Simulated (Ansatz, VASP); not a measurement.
SnSe2: VASP beside Ansatz

```
Sn Se
1.0
     3.87592    0.00000    0.00000
    -1.93796    3.35664    0.00000
     0.00000    0.00000    6.78617
Sn Se
1 2
Direct
  0.00000 0.00000 0.00000
  0.33333 0.66667 0.23433
  0.66667 0.33333 0.76567
```

Alike in both runs: task relaxation of cell and atoms; functional PBE; k mesh 12 × 12 × 4; occupations gaussian, width 0.02 eV; no spin polarisation.

```csv
,VASP,Ansatz
version,VASP 6.6.1,Ansatz 0.2.0
potentials or method,"VASP PAW PBE potentials, release 64 (Sn_d, Se), cutoff 600 eV","scalar-relativistic, plane waves, PAW"
valence electrons in the cell,26,46
```

Ansatz gave:

* gap on the k mesh at the Fermi level, each at its own relaxed structure (eV): 0.70
* relaxed volume (Å³/atom): 30.24
* relaxed cell length with the largest relative difference (Å): 6.988

Q: Estimate VASP's values.

A: gap on the k mesh at the Fermi level, each at its own relaxed structure (eV): 0.69; relaxed volume (Å³/atom): 30.19; relaxed cell length with the largest relative difference (Å): 6.976.

VASP's potentials hold 26 valence electrons a cell and Ansatz's 46, so a difference there can come from the potentials and not from the codes.
